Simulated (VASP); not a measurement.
BN, 12 atoms in the cell. Symmetry: P3m1, No. 156, trigonal system. The conventional cell has a = 2.555 Å, b = 2.555 Å, c = 12.524 Å, α = 90.00°, β = 90.00°, γ = 120.00°. Within 2.1 Å of B (site symmetry 3m) lie 4 N at 1.57 to 1.58 Å. Within 2.1 Å of B (site symmetry 3m) lie 4 N at 1.57 to 1.58 Å. Within 2.1 Å of B (site symmetry 3m) lie 4 N at 1.57 to 1.58 Å. B (site symmetry 3m) has 4 N at 1.43 to 1.57 Å within 1.9 Å. B (site symmetry 3m) has 4 N at 1.57 to 1.58 Å within 2.1 Å. B (site symmetry 3m) has 4 N at 1.57 to 1.58 Å within 2.1 Å. N (site symmetry 3m) has 4 B at 1.57 to 1.58 Å within 2.1 Å. N (site symmetry 3m) has 4 B at 1.57 to 1.58 Å within 2.1 Å. 

* Program: VASP 6.6.1
* Task: single point
* Functional: PBE
* Potentials or basis: VASP PAW PBE potentials, release 64 (B, N)
* Cutoff: 520 eV
* k mesh: 10 × 10 × 2
* Occupations: gaussian, width 0.05 eV
* Spin: no spin polarisation
* Dipole correction: no
* Further INCAR settings: ALGO = Normal; EDIFF = 1e-06; NBANDS = 36

Potentials or basis: VASP PAW PBE potentials, release 64 (B, N).

Launch:

```sh
$ cat potpaw_PBE.64/B/POTCAR potpaw_PBE.64/N/POTCAR > POTCAR
$ mpirun -np 1 vasp_std > vasp.out
```

Hardware: 1 thread of Intel Xeon 6975P-C (shared host).

Q: Estimate the wall time of this run.

A: Run time: 80 s on 1 thread of Intel Xeon 6975P-C (shared host), peak memory 0.2 GiB. Counts: scf iterations 14, k points 28.
